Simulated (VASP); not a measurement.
# ZrF2 (P4/mmm) in VASP: relaxation of cell and atoms with PBE

Aim: the relaxation of cell and atoms of ZrF2 with PBE.

All numbers are computed with VASP 6.6.1; they aren't measurements. Logs are shortened: lines on timing, memory, paths and dates and some standing lists are left out, and cuts for length are marked.

### 1 The cell of the first run

Symmetry: P4/mmm, No. 123, tetragonal system. Conventional cell: a = 2.853 Å, b = 2.853 Å, c = 5.761 Å, α = 90.00°, β = 90.00°, γ = 90.00°. Zr (site symmetry 4/mmm) has 8 F at 2.38 Å and 4 Zr at 2.85 Å within 3.1 Å. Within 3.3 Å of F (site symmetry 4mm) lie 4 Zr at 2.38 Å and 6 F at 2.54 to 3.22 Å.

### 2 Relaxation of cell and atoms, PBE (atoms taken out)

INCAR

```
ALGO = Normal
EDIFF = 1E-7
EDIFFG = -0.01
ENCUT = 910
GGA = PE
GGA_COMPAT = F
IBRION = 2
ISIF = 3
ISMEAR = 0
LASPH = T
LCHARG = F
LREAL = F
LWAVE = F
NELM = 120
NELMIN = 4
NSW = 100
PREC = Accurate
SIGMA = 0.1
```

KPOINTS

```
k-points
0
Gamma
  16 16 8
```

POSCAR

```
ZrF2
1.0
    2.8534575476      0.0000000000      0.0000000000
    0.0000000000      2.8534575476      0.0000000000
    0.0000000000      0.0000000000      5.7609975130
Zr F
1 2
Direct
    0.0000000000      0.0000000000      0.0000000000
    0.5000000000      0.5000000000      0.2202398517
    0.5000000000      0.5000000000      0.7797601483
```

Potentials or basis: VASP PAW PBE potentials, release 64 (Zr_sv, F_h).

On the command line:

```
$ cat potpaw_PBE.64/Zr_sv/POTCAR potpaw_PBE.64/F_h/POTCAR > POTCAR
$ mpirun -np 1 vasp_std > vasp.out
```

OUTCAR:

```text
EDIFF = 1E-7
   EDIFFG = -0.01
   ENCUT = 910
   GGA = PE
   IBRION = 2
   ISIF = 3
   ISMEAR = 0
   LASPH = T
   LREAL = F
   NELM = 120
   NELMIN = 4
   NSW = 100
   PREC = Accurate

 ion  position               nearest neighbor table
   1  0.000  0.000  0.000-   2 2.38   3 2.38   2 2.38   3 2.38   2 2.38   3 2.38   2 2.38   3 2.38

   2  0.500  0.500  0.220-   1 2.38   1 2.38   1 2.38   1 2.38
   3  0.500  0.500  0.780-   1 2.38   1 2.38   1 2.38   1 2.38

  LATTYP: Found a simple tetragonal cell.
 ALAT       =     2.8534575476
 C/A-ratio  =     2.0189532933

  Lattice vectors:

 A1 = (   2.8534575476,   0.0000000000,   0.0000000000)
 A2 = (   0.0000000000,   2.8534575476,   0.0000000000)
 A3 = (   0.0000000000,   0.0000000000,   5.7609975130)

Analysis of symmetry for initial positions (statically):
=====================================================================
 Subroutine PRICEL returns:
 Original cell was already a primitive cell.

 Routine SETGRP: Setting up the symmetry group for a
 simple tetragonal supercell.

 Subroutine GETGRP returns: Found 16 space group operations
 (whereof 16 operations were pure point group operations)
 out of a pool of 16 trial point group operations.

The static configuration has the point symmetry D_4h.

Analysis of symmetry for dynamics (positions and initial velocities):
=====================================================================
 Subroutine PRICEL returns:
 Original cell was already a primitive cell.

 Routine SETGRP: Setting up the symmetry group for a
 simple tetragonal supercell.

 Subroutine GETGRP returns: Found 16 space group operations
 (whereof 16 operations were pure point group operations)
 out of a pool of 16 trial point group operations.

The dynamic configuration has the point symmetry D_4h.

 Subroutine INISYM returns: Found 16 space group operations
 (whereof 16 operations are pure point group operations),
 and found     1 'primitive' translations

----------------------------------------------------------------------------------------

                                     Primitive cell

  volume of cell :      46.9073

  direct lattice vectors                    reciprocal lattice vectors
     2.853457548  0.000000000  0.000000000     0.350452033  0.000000000  0.000000000
     0.000000000  2.853457548  0.000000000     0.000000000  0.350452033  0.000000000
     0.000000000  0.000000000  5.760997513     0.000000000  0.000000000  0.173581050

  length of vectors
     2.853457548  2.853457548  5.760997513     0.350452033  0.350452033  0.173581050

  position of ions in fractional coordinates (direct lattice)
     0.000000000  0.000000000  0.000000000
     0.500000000  0.500000000  0.220239852
     0.500000000  0.500000000  0.779760148

  ion indices of the primitive-cell ions
   primitive index   ion index
                 1           1
                 2           2
                 3           3

----------------------------------------------------------------------------------------

 KPOINTS: k-points

Automatic generation of k-mesh.
 Grid dimensions read from file:
 generate k-points for:   16   16    8

 Generating k-lattice:

  Cartesian coordinates                     Fractional coordinates (reciprocal lattice)
     0.021903252  0.000000000  0.000000000     0.062500000  0.000000000  0.000000000
     0.000000000  0.021903252  0.000000000     0.000000000  0.062500000  0.000000000
     0.000000000  0.000000000  0.021697631     0.000000000  0.000000000  0.125000000

  Length of vectors
     0.021903252  0.021903252  0.021697631

  Shift w.r.t. Gamma in fractional coordinates (k-lattice)
     0.000000000  0.000000000  0.000000000

 Subroutine IBZKPT returns following result:
 ===========================================

 Found    225 irreducible k-points:

 Following reciprocal coordinates:
            Coordinates               Weight
  0.000000  0.000000  0.000000      1.000000
  0.062500  0.000000  0.000000      4.000000
  0.125000  0.000000  0.000000      4.000000
  0.187500  0.000000  0.000000      4.000000
  0.250000  0.000000  0.000000      4.000000
  0.312500  0.000000  0.000000      4.000000
[... 16 lines left out ...]
  0.437500  0.125000  0.000000      8.000000
  0.500000  0.125000  0.000000      4.000000
 [... further k-points ...]
   k-points           NKPTS =    225   k-points in BZ     NKDIM =    225   number of bands    NBANDS=     17
   number of dos      NEDOS =    301   number of ions     NIONS =      3
   total plane-waves  NPLWV =  47040
   dimension x,y,z NGX =    28 NGY =   28 NGZ =   60
   dimension x,y,z NGXF=    56 NGYF=   56 NGZF=  120
   ions per type =               1   2
   NGX,Y,Z   is equivalent  to a cutoff of  16.31, 16.31, 17.31 a.u.
   NGXF,Y,Z  is equivalent  to a cutoff of  32.63, 32.63, 34.63 a.u.
 SYSTEM =  unknown system
   PREC   = accura    normal or accurate (medium, high low for compatibility)
   ISTART =      0    job   : 0-new  1-cont  2-samecut
   ICHARG =      2    charge: 1-file 2-atom 10-const
   ISPIN  =      1    spin polarized calculation?
   LNONCOLLINEAR =      F non collinear calculations
   LSORBIT =      F    spin-orbit coupling
   LASPH  =      T    aspherical Exc in radial PAW
   ENCUT  =  910.0 eV  66.88 Ry    8.18 a.u.   7.02  7.02 14.17*2*pi/ulx,y,z
   NELM   =    120;   NELMIN=  4; NELMDL= -5     # of ELM steps
   EDIFF  = 0.1E-06   stopping-criterion for ELM
   LREAL  =      F    real-space projection
   EDIFFG = -.1E-01   stopping-criterion for IOM
   NSW    =    100    number of steps for IOM
   IBRION =      2    ionic relax: 0-MD 1-quasi-New 2-CG
   NFREE  =      1    steps in history (QN), initial steepest desc. (CG)
   ISIF   =      3    stress and relaxation
   ISYM   =      2    0-nonsym 1-usesym 2-fastsym
   POTIM  = 0.5000    time-step for ionic-motion
   TEBEG  =    0.0;   TEEND  =   0.0 temperature during run
   PSTRESS=    0.0 pullay stress
   NELECT =      26.0000    total number of electrons
   NUPDOWN=      -1.0000    fix difference up-down
   EMIN   =  10.00;   EMAX   =-10.00  energy-range for DOS
   EFERMI =   0.00;   METHOD = LEGACY
   ISMEAR =     0;   SIGMA  =   0.10  broadening in eV -4-tet -1-fermi 0-gaus
   EFERMI_NEDOS =   21; number of points for ismear=-14 and -15
   IALGO  =     38    algorithm
   IMIX   =      4    mixing-type and parameters
     AMIX     =   0.40;   BMIX     =  1.00
     AMIX_MAG =   1.60;   BMIX_MAG =  1.00
  volume/ion in A,a.u.               =      15.64       105.52
  Fermi-wavevector in a.u.,A,eV,Ry     =   1.344784  2.541273 24.605364  1.808443
  Thomas-Fermi vector in A             =   2.472749
   LORBIT       =      0    0 simple, 1 ext, 2 COOP (PROOUT), +10 PAW based schemes
   GGA     = PE    functional components
   LHFCALC =     F    Hartree Fock is set to
   AEXX    =    0.0000 exact exchange contribution
   IVDW    =     0    specifies the selected vdW correction
   LEPSILON=     F    determine dielectric tensor
   LRPA    =     F    only Hartree local field effects (RPA)
 conjugate gradient relaxation of ions
 non-spin polarized calculation
 Gauss-broadening in eV      SIGMA  =   0.10
  energy-cutoff  :      910.00
  volume of cell :       46.91
 maximum number of plane-waves:      2952
   NGX = 15   NGY = 15   NGZ = 29

--------------------------------------- Ionic step        1  -------------------------------------------

 number of electron      26.0000016 magnetization

 Free energy of the ion-electron system (eV)
  ---------------------------------------------------
  ext. energy  EPLUGINS =         0.00000000
  ---------------------------------------------------
  free energy    TOTEN  =       -19.48580189 eV

  energy without entropy =      -19.47599734  energy(sigma->0) =      -19.48089961

------------------------ aborting loop because EDIFF is reached ----------------------------------------

  FORCE on cell =-STRESS in cart. coord.  units (eV):
  Direction    XX          YY          ZZ          XY          YZ          ZX
  --------------------------------------------------------------------------------------
  -------------------------------------------------------------------------------------
  Total        0.2752061      0.2752061     -0.3478816      0.0000000     -0.0000000      0.0000000
  in kB        9.4000048      9.4000048    -11.8823277      0.0000000     -0.0000000      0.0000000
  external PRESSURE =       2.3058939 kB  Pullay stress =       0.0000000 kB

 VOLUME and BASIS-vectors are now :
 -----------------------------------------------------------------------------
  energy-cutoff  :      910.00
  volume of cell :       46.91
      direct lattice vectors                 reciprocal lattice vectors
     2.853457548  0.000000000  0.000000000     0.350452033  0.000000000  0.000000000
     0.000000000  2.853457548  0.000000000     0.000000000  0.350452033  0.000000000
     0.000000000  0.000000000  5.760997513     0.000000000  0.000000000  0.173581050
[... 223 lines left out ...]
 POSITION                                       TOTAL-FORCE (eV/Angst)
 -----------------------------------------------------------------------------------
      0.00000      0.00000      0.00000        -0.000000     -0.000000      0.000000
      1.43301      1.43301      1.25133         0.000000      0.000000      0.010220
      1.43301      1.43301      4.45068        -0.000000     -0.000000     -0.010220
 -----------------------------------------------------------------------------------
    total drift:                                0.000000      0.000000     -0.000000

  FREE ENERGIE OF THE ION-ELECTRON SYSTEM (eV)
  ---------------------------------------------------
  free  energy   TOTEN  =       -19.4893294064 eV

  energy  without entropy=      -19.4798283426  energy(sigma->0) =      -19.48457887

--------------------------------------- Ionic step        8  -------------------------------------------

 number of electron      26.0000011 magnetization

 Free energy of the ion-electron system (eV)
  ---------------------------------------------------
  ext. energy  EPLUGINS =         0.00000000
  ---------------------------------------------------
  free energy    TOTEN  =       -19.48942809 eV

  energy without entropy =      -19.47996491  energy(sigma->0) =      -19.48469650

 E-fermi :   7.0241     XC(G=0):  -9.3934

 val. band max:        7.0219444932   @ k =   0.2500   0.1875   0.1250
 cond. band min:       7.0280800157   @ k =   0.3125   0.2500   0.3750
 fundamental gap:      0.0061355225
 Fermi energy:         7.0240772573

 k-point     1 :       0.0000    0.0000    0.0000
  band No.  band energies     occupation
      1     -43.6769      2.00000
      2     -22.3975      2.00000
      3     -21.0629      2.00000
      4     -21.0629      2.00000
      5     -20.0639      2.00000
      6     -18.9025      2.00000
[... 9 lines left out ...]
     16      10.3650      0.00000
     17      10.3650      0.00000
[... 441 lines left out ...]
 k-point    24 :       0.5000    0.1250    0.0000
  band No.  band energies     occupation
      1     -43.4705      2.00000
      2     -23.0093      2.00000
      3     -21.6181      2.00000
      4     -21.1188      2.00000
      5     -19.5647      2.00000
      6     -19.0429      2.00000
[... 9 lines left out ...]
     16       9.1811      0.00000
     17       9.2779      0.00000

 [... further k-points ...]
[... 5 lines left out ...]
  --------------------------------------------------------------------------------------
  -------------------------------------------------------------------------------------
  Total        0.0122175      0.0122175     -0.0213953      0.0000000      0.0000000     -0.0000000
  in kB        0.4190870      0.4190870     -0.7339030      0.0000000      0.0000000     -0.0000000
  external PRESSURE =       0.0347570 kB  Pullay stress =       0.0000000 kB

 VOLUME and BASIS-vectors are now :
 -----------------------------------------------------------------------------
  energy-cutoff  :      910.00
  volume of cell :       46.71
      direct lattice vectors                 reciprocal lattice vectors
     2.865725517  0.000000000 -0.000000000     0.348951773  0.000000000 -0.000000000
     0.000000000  2.865725517  0.000000000    -0.000000000  0.348951773 -0.000000000
     0.000000000  0.000000000  5.687483553     0.000000000  0.000000000  0.175824684

 POSITION                                       TOTAL-FORCE (eV/Angst)
 -----------------------------------------------------------------------------------
      2.86573      2.86573      5.68748         0.000000     -0.000000      0.000000
      1.43286      1.43286      1.25208         0.000000      0.000000      0.002101
      1.43286      1.43286      4.43540        -0.000000     -0.000000     -0.002101
 -----------------------------------------------------------------------------------
    total drift:                                0.000000      0.000000      0.000000

  FREE ENERGIE OF THE ION-ELECTRON SYSTEM (eV)
  ---------------------------------------------------
  free  energy   TOTEN  =       -19.4894280857 eV

  energy  without entropy=      -19.4799649051  energy(sigma->0) =      -19.48469650

 reached required accuracy - stopping structural energy minimisation
```

It took 14 min on 1 thread of Intel Xeon 6975P-C (Granite Rapids), shared host; peak memory 0.52 GiB.

Results:

```
Free energy                           : -19.4894 eV
Relaxed volume                        : 15.57 Å³/atom
Relaxed cell                          : a = 2.866 Å, b = 2.866 Å, c = 5.687 Å, α = 90.00°, β = 90.00°, γ = 90.00°
Space group after relaxing (to 0.1 Å) : P4/mmm (No. 123)
Energy gained by relaxing             : 1.2 meV/atom
Ionic steps                           : 8
Pressure after relaxing               : 0.0 GPa
Band gap on the k mesh                : zero (bands 13 and 14 overlap by 1.63 eV)
```

Forces in eV/Å, atoms in the order of the input:
```
Zr   0.000  0.000  0.000
F    0.000  0.000  0.002
F    0.000  0.000 -0.002
```

The path:
| step | energy change (eV) | largest force (eV/Å) | pressure (GPa) | volume (Å³) |
| --- | --- | --- | --- | --- |
| 1 | 0.0000 | 0.1044 | 0.23 | 46.91 |
| 2 | -0.0031 | 0.0347 | -0.28 | 47.06 |
| 3 | -0.0032 | 0.0212 | -0.38 | 47.09 |
| 4 | -0.0034 | 0.0337 | 0.16 | 46.84 |
| 5 | -0.0034 | 0.0156 | -0.02 | 46.92 |
| 6 | -0.0035 | 0.0143 | -0.03 | 46.90 |
| 7 | -0.0035 | 0.0102 | -0.01 | 46.84 |
| 8 | -0.0036 | 0.0021 | 0.00 | 46.71 |

Final structure:
```xyz
3
Lattice="2.8657 0.0000 0.0000 0.0000 2.8657 0.0000 0.0000 0.0000 5.6875" Properties=species:S:1:pos:R:3 pbc="T T T"
Zr    2.8657    2.8657    5.6875
F     1.4329    1.4329    1.2521
F     1.4329    1.4329    4.4354
```

Levels at points of the mesh, in eV from the Fermi level:
```
           k point  band 10  band 11  band 12  band 13  band 14  band 15  band 16  band 17
(0.00, 0.00, 0.00)    -7.67    -7.67    -7.16    -3.75    -0.56     0.05     3.34     3.34
(0.50, 0.00, 0.00)    -8.21    -7.48    -7.24    -2.13    -0.02     2.13     2.19     2.35
(0.50, 0.50, 0.00)    -8.67    -8.67    -6.92     0.92     0.92     1.99     1.99     5.90
(0.00, 0.00, 0.50)    -7.65    -7.65    -7.63    -3.75    -0.50     1.33     2.31     3.34
(0.50, 0.00, 0.50)    -8.19    -7.55    -7.50    -2.04    -0.13     2.20     2.34     2.34
(0.50, 0.50, 0.50)    -8.61    -8.61    -7.19     1.05     1.14     1.98     1.98     5.90
```

Caveat: the cell differs from its parent crystal (atoms taken out); the cutoff is under 1.25 times the usual one of these potentials, so pressure, stress and relaxed cells hold a basis-set (Pulay) error.
